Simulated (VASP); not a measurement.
# Si3C4 (P-43m) in VASP: further runs

Si3C4 is run at these levels: PBE; tasks: single point, relaxation of cell and atoms.

All numbers are computed with VASP 6.6.1; they aren't measurements. Logs are shortened: lines on timing, memory, paths and dates and some standing lists are left out, and cuts for length are marked.

## (1) The cell of the first run

Symmetry: P-43m, No. 215, cubic system. Conventional cell: a = 4.421 Å, b = 4.421 Å, c = 4.421 Å, α = 90.00°, β = 90.00°, γ = 90.00°. Si (site symmetry -42m) has 4 C at 1.86 Å within 2.5 Å. Within 2.5 Å of C (site symmetry 3m) lie 3 Si at 1.86 Å.

## (2) Single point, PBE

INCAR reads:

```
SYSTEM = Si3C4
PREC = Accurate
ENCUT = 520
EDIFF = 1E-6
ISMEAR = 0
SIGMA = 0.1
LREAL = .FALSE.
LASPH = .TRUE.
NELM = 60
ALGO = Normal
ISIF = 2
LWAVE = .FALSE.
LCHARG = .FALSE.
GGA = PE
NBANDS = 23
```

KPOINTS reads:

```
Automatic mesh
0
G
  4 4 4
  0 0 0
```

POSCAR reads:

```
Si3C4
1.0
    4.4209425299      0.0000000000      0.0000000000
    0.0000000000      4.4209425299      0.0000000000
    0.0000000000      0.0000000000      4.4209425299
Si C
3 4
Direct
    0.0000000000      0.0000000000      0.5000000000
    0.5000000000      0.0000000000      0.0000000000
    0.0000000000      0.5000000000      0.0000000000
    0.7735010167      0.7735010167      0.7735010167
    0.2264989833      0.2264989833      0.7735010167
    0.2264989833      0.7735010167      0.2264989833
    0.7735010167      0.2264989833      0.2264989833
```

Potentials or basis: VASP PAW PBE potentials, release 64 (Si, C).

Launch:

```console
cat potpaw_PBE.64/Si/POTCAR potpaw_PBE.64/C/POTCAR > POTCAR
mpirun -np 1 vasp_std > vasp.out
```

OUTCAR:

```text
SYSTEM = Si3C4
   PREC = Accurate
   ENCUT = 520
   EDIFF = 1E-6
   ISMEAR = 0
   LREAL = .FALSE.
   LASPH = .TRUE.
   NELM = 60
   ISIF = 2
   GGA = PE

 ion  position               nearest neighbor table
   1  0.000  0.000  0.500-   4 1.86   5 1.86   6 1.86   7 1.86   2 3.13   3 3.13   2 3.13   3 3.13
                             3 3.13   3 3.13   2 3.13   2 3.13
   2  0.500  0.000  0.000-   4 1.86   5 1.86   6 1.86   7 1.86   1 3.13   3 3.13   1 3.13   3 3.13
                             1 3.13   3 3.13   1 3.13   3 3.13
   3  0.000  0.500  0.000-   4 1.86   5 1.86   6 1.86   7 1.86   1 3.13   2 3.13   1 3.13   1 3.13
                             2 3.13   1 3.13   2 3.13   2 3.13
   4  0.774  0.774  0.774-   2 1.86   3 1.86   1 1.86
   5  0.226  0.226  0.774-   2 1.86   3 1.86   1 1.86
   6  0.226  0.774  0.226-   2 1.86   3 1.86   1 1.86
   7  0.774  0.226  0.226-   2 1.86   3 1.86   1 1.86

  LATTYP: Found a simple cubic cell.
 ALAT       =     4.4209425299

  Lattice vectors:

 A1 = (   4.4209425299,   0.0000000000,   0.0000000000)
 A2 = (   0.0000000000,   4.4209425299,   0.0000000000)
 A3 = (   0.0000000000,   0.0000000000,   4.4209425299)

Analysis of symmetry for initial positions (statically):
=====================================================================
 Subroutine PRICEL returns:
 Original cell was already a primitive cell.

 Routine SETGRP: Setting up the symmetry group for a
 simple cubic supercell.

 Subroutine GETGRP returns: Found 24 space group operations
 (whereof 24 operations were pure point group operations)
 out of a pool of 48 trial point group operations.

The static configuration has the point symmetry T_d .

Analysis of symmetry for dynamics (positions and initial velocities):
=====================================================================
 Subroutine PRICEL returns:
 Original cell was already a primitive cell.

 Routine SETGRP: Setting up the symmetry group for a
 simple cubic supercell.

 Subroutine GETGRP returns: Found 24 space group operations
 (whereof 24 operations were pure point group operations)
 out of a pool of 48 trial point group operations.

The dynamic configuration has the point symmetry T_d .

 Subroutine INISYM returns: Found 24 space group operations
 (whereof 24 operations are pure point group operations),
 and found     1 'primitive' translations

----------------------------------------------------------------------------------------

                                     Primitive cell

  volume of cell :      86.4061

  direct lattice vectors                    reciprocal lattice vectors
     4.420942530  0.000000000  0.000000000     0.226196109  0.000000000  0.000000000
     0.000000000  4.420942530  0.000000000     0.000000000  0.226196109  0.000000000
     0.000000000  0.000000000  4.420942530     0.000000000  0.000000000  0.226196109

  length of vectors
     4.420942530  4.420942530  4.420942530     0.226196109  0.226196109  0.226196109

  position of ions in fractional coordinates (direct lattice)
     0.000000000  0.000000000  0.500000000
     0.500000000  0.000000000  0.000000000
     0.000000000  0.500000000  0.000000000
     0.773501017  0.773501017  0.773501017
     0.226498983  0.226498983  0.773501017
     0.226498983  0.773501017  0.226498983
     0.773501017  0.226498983  0.226498983

  ion indices of the primitive-cell ions
   primitive index   ion index
                 1           1
                 2           2
                 3           3
                 4           4
                 5           5
                 6           6
                 7           7

----------------------------------------------------------------------------------------

 KPOINTS: Automatic mesh

Automatic generation of k-mesh.
 Grid dimensions read from file:
 generate k-points for:    4    4    4

 Generating k-lattice:

  Cartesian coordinates                     Fractional coordinates (reciprocal lattice)
     0.056549027  0.000000000  0.000000000     0.250000000  0.000000000  0.000000000
     0.000000000  0.056549027  0.000000000     0.000000000  0.250000000  0.000000000
     0.000000000  0.000000000  0.056549027     0.000000000  0.000000000  0.250000000

  Length of vectors
     0.056549027  0.056549027  0.056549027

  Shift w.r.t. Gamma in fractional coordinates (k-lattice)
     0.000000000  0.000000000  0.000000000

 Subroutine IBZKPT returns following result:
 ===========================================

 Found     10 irreducible k-points:

 Following reciprocal coordinates:
            Coordinates               Weight
  0.000000  0.000000  0.000000      1.000000
  0.250000  0.000000  0.000000      6.000000
  0.500000  0.000000  0.000000      3.000000
  0.250000  0.250000  0.000000     12.000000
  0.500000  0.250000  0.000000     12.000000
  0.500000  0.500000  0.000000      3.000000
  0.250000  0.250000  0.250000      8.000000
  0.500000  0.250000  0.250000     12.000000
  0.500000  0.500000  0.250000      6.000000
  0.500000  0.500000  0.500000      1.000000
   k-points           NKPTS =     10   k-points in BZ     NKDIM =     10   number of bands    NBANDS=     23
   number of dos      NEDOS =    301   number of ions     NIONS =      7
   total plane-waves  NPLWV =  46656
   dimension x,y,z NGX =    36 NGY =   36 NGZ =   36
   dimension x,y,z NGXF=    72 NGYF=   72 NGZF=   72
   ions per type =               3   4
   NGX,Y,Z   is equivalent  to a cutoff of  13.54, 13.54, 13.54 a.u.
   NGXF,Y,Z  is equivalent  to a cutoff of  27.08, 27.08, 27.08 a.u.
 SYSTEM =  Si3C4
   PREC   = accura    normal or accurate (medium, high low for compatibility)
   ISTART =      0    job   : 0-new  1-cont  2-samecut
   ICHARG =      2    charge: 1-file 2-atom 10-const
   ISPIN  =      1    spin polarized calculation?
   LNONCOLLINEAR =      F non collinear calculations
   LSORBIT =      F    spin-orbit coupling
   LASPH  =      T    aspherical Exc in radial PAW
   ENCUT  =  520.0 eV  38.22 Ry    6.18 a.u.   8.22  8.22  8.22*2*pi/ulx,y,z
   NELM   =     60;   NELMIN=  2; NELMDL= -5     # of ELM steps
   EDIFF  = 0.1E-05   stopping-criterion for ELM
   LREAL  =      F    real-space projection
   EDIFFG = 0.1E-04   stopping-criterion for IOM
   NSW    =      0    number of steps for IOM
   IBRION =     -1    ionic relax: 0-MD 1-quasi-New 2-CG
   NFREE  =      0    steps in history (QN), initial steepest desc. (CG)
   ISIF   =      2    stress and relaxation
   ISYM   =      2    0-nonsym 1-usesym 2-fastsym
   POTIM  = 0.5000    time-step for ionic-motion
   TEBEG  =    0.0;   TEEND  =   0.0 temperature during run
   PSTRESS=    0.0 pullay stress
   NELECT =      28.0000    total number of electrons
   NUPDOWN=      -1.0000    fix difference up-down
   EMIN   =  10.00;   EMAX   =-10.00  energy-range for DOS
   EFERMI =   0.00;   METHOD = LEGACY
   ISMEAR =     0;   SIGMA  =   0.10  broadening in eV -4-tet -1-fermi 0-gaus
   EFERMI_NEDOS =   21; number of points for ismear=-14 and -15
   IALGO  =     38    algorithm
   IMIX   =      4    mixing-type and parameters
     AMIX     =   0.40;   BMIX     =  1.00
     AMIX_MAG =   1.60;   BMIX_MAG =  1.00
  volume/ion in A,a.u.               =      12.34        83.30
  Fermi-wavevector in a.u.,A,eV,Ry     =   1.124465  2.124931 17.203502  1.264422
  Thomas-Fermi vector in A             =   2.261137
   LORBIT       =      0    0 simple, 1 ext, 2 COOP (PROOUT), +10 PAW based schemes
   GGA     = PE    functional components
   LHFCALC =     F    Hartree Fock is set to
   AEXX    =    0.0000 exact exchange contribution
   IVDW    =     0    specifies the selected vdW correction
   LEPSILON=     F    determine dielectric tensor
   LRPA    =     F    only Hartree local field effects (RPA)
 non-spin polarized calculation
 Gauss-broadening in eV      SIGMA  =   0.10
  energy-cutoff  :      520.00
  volume of cell :       86.41
 maximum number of plane-waves:      2360
 NGX is ok and might be reduce to    36
   NGX = 17   NGY = 17   NGZ = 17

 number of electron      27.9999999 magnetization

 Free energy of the ion-electron system (eV)
  ---------------------------------------------------
  ext. energy  EPLUGINS =         0.00000000
  ---------------------------------------------------
  free energy    TOTEN  =       -48.03619182 eV

  energy without entropy =      -48.01622679  energy(sigma->0) =      -48.02620930

 E-fermi :   5.9225     XC(G=0): -10.2791

 val. band max:        5.9210985422   @ k =   0.5000   0.5000   0.2500
 cond. band min:       5.9565105779   @ k =   0.5000   0.2500   0.0000
 fundamental gap:      0.0354120357
 Fermi energy:         5.9225069224

 k-point     1 :       0.0000    0.0000    0.0000
  band No.  band energies     occupation
      1      -9.4817      2.00000
      2      -4.7698      2.00000
      3      -4.7698      2.00000
      4      -4.7698      2.00000
      5      -2.5250      2.00000
      6      -2.5250      2.00000
[... 15 lines left out ...]
     22      11.1489      0.00000
     23      14.2973      0.00000

 k-point     2 :       0.2500    0.0000    0.0000
  band No.  band energies     occupation
      1      -9.1605      2.00000
      2      -6.0432      2.00000
      3      -4.6905      2.00000
      4      -4.6905      2.00000
      5      -2.3371      2.00000
      6      -1.1810      2.00000
[... 15 lines left out ...]
     22      12.5138      0.00000
     23      14.6342      0.00000

 k-point     3 :       0.5000    0.0000    0.0000
  band No.  band energies     occupation
      1      -8.6076      2.00000
      2      -7.1558      2.00000
      3      -4.6057      2.00000
      4      -4.6057      2.00000
      5      -2.1066      2.00000
      6       0.5455      2.00000
[... 15 lines left out ...]
     22      14.5860      0.00000
     23      14.6083      0.00000

 k-point     4 :       0.2500    0.2500    0.0000
  band No.  band energies     occupation
      1      -8.8385      2.00000
      2      -6.0308      2.00000
      3      -5.6693      2.00000
      4      -4.6942      2.00000
      5      -1.6015      2.00000
      6      -0.8664      2.00000
[... 15 lines left out ...]
     22      13.5411      0.00000
     23      14.8409      0.00000

 k-point     5 :       0.5000    0.2500    0.0000
  band No.  band energies     occupation
      1      -8.2716      2.00000
      2      -6.9646      2.00000
      3      -5.5992      2.00000
      4      -4.7448      2.00000
      5      -1.3872      2.00000
      6      -0.3139      2.00000
[... 15 lines left out ...]
     22      13.7566      0.00000
     23      13.8576      0.00000

 k-point     6 :       0.5000    0.5000    0.0000
  band No.  band energies     occupation
      1      -7.6068      2.00000
      2      -6.7184      2.00000
      3      -6.7184      2.00000
      4      -4.9703      2.00000
      5      -0.4816      2.00000
      6      -0.4816      2.00000
[... 15 lines left out ...]
     22      14.0084      0.00000
     23      14.0100      0.00000

 k-point     7 :       0.2500    0.2500    0.2500
  band No.  band energies     occupation
      1      -8.5183      2.00000
      2      -5.8918      2.00000
      3      -5.8918      2.00000
      4      -5.2589      2.00000
      5      -1.3107      2.00000
      6      -1.3107      2.00000
[... 15 lines left out ...]
     22      13.8504      0.00000
     23      14.7771      0.00000

 k-point     8 :       0.5000    0.2500    0.2500
  band No.  band energies     occupation
      1      -7.9426      2.00000
      2      -6.7877      2.00000
      3      -5.7323      2.00000
      4      -5.2319      2.00000
      5      -1.7739      2.00000
      6      -1.1303      2.00000
[... 15 lines left out ...]
     22      13.4894      0.00000
     23      14.3929      0.00000

 k-point     9 :       0.5000    0.5000    0.2500
  band No.  band energies     occupation
      1      -7.2763      2.00000
      2      -6.5666      2.00000
      3      -6.5666      2.00000
      4      -5.3598      2.00000
      5      -1.8194      2.00000
      6      -1.4954      2.00000
[... 15 lines left out ...]
     22      12.8700      0.00000
     23      13.5592      0.00000

 k-point    10 :       0.5000    0.5000    0.5000
  band No.  band energies     occupation
      1      -6.3899      2.00000
      2      -6.3899      2.00000
      3      -6.3899      2.00000
      4      -6.3691      2.00000
      5      -2.2038      2.00000
      6      -2.2038      2.00000
[... 15 lines left out ...]
     22      12.3727      0.00000
     23      14.4243      0.00000

------------------------ aborting loop because EDIFF is reached ----------------------------------------

  FORCE on cell =-STRESS in cart. coord.  units (eV):
  Direction    XX          YY          ZZ          XY          YZ          ZX
  --------------------------------------------------------------------------------------
  -------------------------------------------------------------------------------------
  Total       -0.1469349     -0.1469349     -0.1469349      0.0000000      0.0000000     -0.0000000
  in kB       -2.7245251     -2.7245251     -2.7245251      0.0000000      0.0000000     -0.0000000
  external PRESSURE =      -2.7245251 kB  Pullay stress =       0.0000000 kB

 VOLUME and BASIS-vectors are now :
 -----------------------------------------------------------------------------
  energy-cutoff  :      520.00
  volume of cell :       86.41
      direct lattice vectors                 reciprocal lattice vectors
     4.420942530  0.000000000  0.000000000     0.226196109  0.000000000  0.000000000
     0.000000000  4.420942530  0.000000000     0.000000000  0.226196109  0.000000000
     0.000000000  0.000000000  4.420942530     0.000000000  0.000000000  0.226196109

 POSITION                                       TOTAL-FORCE (eV/Angst)
 -----------------------------------------------------------------------------------
      0.00000      0.00000      2.21047        -0.000000     -0.000000      0.000000
      2.21047      0.00000      0.00000        -0.000000     -0.000000      0.000000
      0.00000      2.21047      0.00000        -0.000000     -0.000000     -0.000000
      3.41960      3.41960      3.41960        -0.001274     -0.001274     -0.001274
      1.00134      1.00134      3.41960         0.001274      0.001274     -0.001274
      1.00134      3.41960      1.00134         0.001274     -0.001274      0.001274
      3.41960      1.00134      1.00134        -0.001274      0.001274      0.001274
 -----------------------------------------------------------------------------------
    total drift:                               -0.000000     -0.000000      0.000000

  FREE ENERGIE OF THE ION-ELECTRON SYSTEM (eV)
  ---------------------------------------------------
  free  energy   TOTEN  =       -48.0361918183 eV

  energy  without entropy=      -48.0162267879  energy(sigma->0) =      -48.02620930
```

It took 21 s on 1 thread of Intel Xeon Platinum 8259CL at 2.50GHz (Skylake/Cascade Lake), shared host; peak memory 0.2 GiB.

What came out:

```
Free energy            : -48.0362 eV
Pressure               : -0.3 GPa
Band gap on the k mesh : zero (band 14 reaches 6.46 eV, above the bottom of band 15 at 5.96 eV)
```

Forces on the atoms (eV/Å):
```
Si   0.000  0.000  0.000
Si   0.000  0.000  0.000
Si   0.000  0.000  0.000
C   -0.001 -0.001 -0.001
C    0.001  0.001 -0.001
C    0.001 -0.001  0.001
C   -0.001  0.001  0.001
```

Levels at points of the mesh, in eV from the Fermi level:
```tsv
k point	band 11	band 12	band 13	band 14	band 15	band 16	band 17	band 18
(0.00, 0.00, 0.00)	-2.99	-2.99	-2.99	0.40	0.40	0.40	2.62	2.62
(0.50, 0.00, 0.00)	-2.81	-2.81	-2.36	-1.63	0.26	0.26	3.85	5.39
(0.50, 0.50, 0.00)	-2.85	-2.85	-1.68	-0.92	0.27	0.27	4.86	4.86
(0.50, 0.50, 0.50)	-1.92	-1.92	-1.92	0.54	0.54	0.54	5.01	5.01
```

## (3) Single point, PBE

This run uses another cell than the first one, of 14.72 Å³/atom, 1.192 times its volume.

INCAR reads:

```
PREC     = Accurate       # precision mode
ENCUT    = 520            # plane-wave cutoff, eV
EDIFF    = 1E-7           # SCF threshold, eV
ISMEAR   = 0              # smearing method
SIGMA    = 0.1            # smearing width, eV
LREAL    = False          # projectors in reciprocal space
LASPH    = True           # aspherical terms in the spheres
NELM     = 60             # most SCF steps
ALGO     = Normal         # electronic algorithm
ISIF     = 2              # what is computed and relaxed
LWAVE    = False          # write WAVECAR
LCHARG   = False          # write CHGCAR
GGA      = PE             # functional
NBANDS   = 23             # bands
```

KPOINTS reads:

```
regular mesh
0
Gamma
  4 4 4
```

POSCAR reads:

```
Si3C4
1.0
    4.6881021300      0.0000000000      0.0000000000
    0.0000000000      4.6881021300      0.0000000000
    0.0000000000      0.0000000000      4.6881021300
Si C
3 4
Direct
    0.0000000000      0.0000000000      0.5000000000
    0.5000000000      0.0000000000      0.0000000000
    0.0000000000      0.5000000000      0.0000000000
    0.7206873300      0.7206873300      0.7206873300
    0.2793126700      0.2793126700      0.7206873300
    0.2793126700      0.7206873300      0.2793126700
    0.7206873300      0.2793126700      0.2793126700
```

Potentials or basis: VASP PAW PBE potentials, release 64 (Si, C).

Launch:

```console
cat potpaw_PBE.64/Si/POTCAR potpaw_PBE.64/C/POTCAR > POTCAR
mpirun -np 1 vasp_std > vasp.out
```

It took 21 s on 1 thread of Intel Xeon Platinum 8259CL at 2.50GHz (Skylake/Cascade Lake), shared host; peak memory 0.19 GiB.

Results (log left out):

```
Free energy            : -42.0940 eV
Pressure               : -29.7 GPa
Largest force          : 3.937 eV/Å
Band gap on the k mesh : zero (band 14 reaches 4.85 eV, above the bottom of band 15 at 3.90 eV)
```

Forces in eV/Å, atoms in the order of the input:
```
Si   0.000  0.000  0.000
Si   0.000  0.000  0.000
Si   0.000  0.000  0.000
C    2.273  2.273  2.273
C   -2.273 -2.273  2.273
C   -2.273  2.273 -2.273
C    2.273 -2.273 -2.273
```

Levels at points of the mesh, in eV from the Fermi level:
| k point | band 11 | band 12 | band 13 | band 14 | band 15 | band 16 | band 17 | band 18 |
| --- | --- | --- | --- | --- | --- | --- | --- | --- |
| (0.00, 0.00, 0.00) | -1.02 | -1.02 | -1.02 | 0.96 | 0.96 | 0.96 | 2.61 | 2.61 |
| (0.50, 0.00, 0.00) | -2.07 | -1.46 | -0.91 | -0.91 | 0.03 | 0.03 | 3.96 | 4.53 |
| (0.50, 0.50, 0.00) | -2.07 | -2.00 | -0.70 | -0.22 | 0.70 | 0.70 | 4.90 | 5.09 |
| (0.50, 0.50, 0.50) | -0.55 | -0.20 | -0.20 | 0.99 | 0.99 | 0.99 | 3.69 | 3.69 |

Caveat: forces of over 1 eV/Å act on the atoms, so gaps and moduli don't describe the material at rest.

(Continued in part 2 of 3.)
